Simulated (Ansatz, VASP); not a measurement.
**Two plane-wave programs on BN**

```
B N
1.0
     4.33230    0.00000    0.00000
     0.00000    4.33230    0.00000
     0.00000    0.00000    2.23350
B N
4 4
Direct
  0.17413 0.82587 0.50000
  0.32587 0.32587 0.00000
  0.67413 0.67413 0.00000
  0.82587 0.17413 0.50000
  0.81239 0.81239 0.50000
  0.31239 0.68761 0.00000
  0.68761 0.31239 0.00000
  0.18761 0.18761 0.50000
```

Alike in both runs: task single point; functional PBEsol; k mesh 6 × 6 × 10; occupations gaussian, width 0.05 eV; no spin polarisation.

```csv
,VASP,Ansatz
version,VASP 6.6.1,Ansatz 0.2.0
potentials or method,"VASP PAW PBE potentials, release 64 (B, N), cutoff 520 eV","scalar-relativistic, plane waves, PAW"
valence electrons in the cell,32,32
```

Ansatz gave:

- gap on the k mesh at the Fermi level (eV): 3.93
- least direct gap on the mesh (eV): 5.79
- rms of the force components (eV/Å): 0.984

What did VASP give for the same quantities?

gap on the k mesh at the Fermi level (eV): 3.91; least direct gap on the mesh (eV): 5.78; rms of the force components (eV/Å): 1.000.

VASP's potentials were made for PBE, not for PBEsol, and Ansatz warns of the same on its side. Atom by atom the forces differ by 0.017 eV/Å (rms over components).
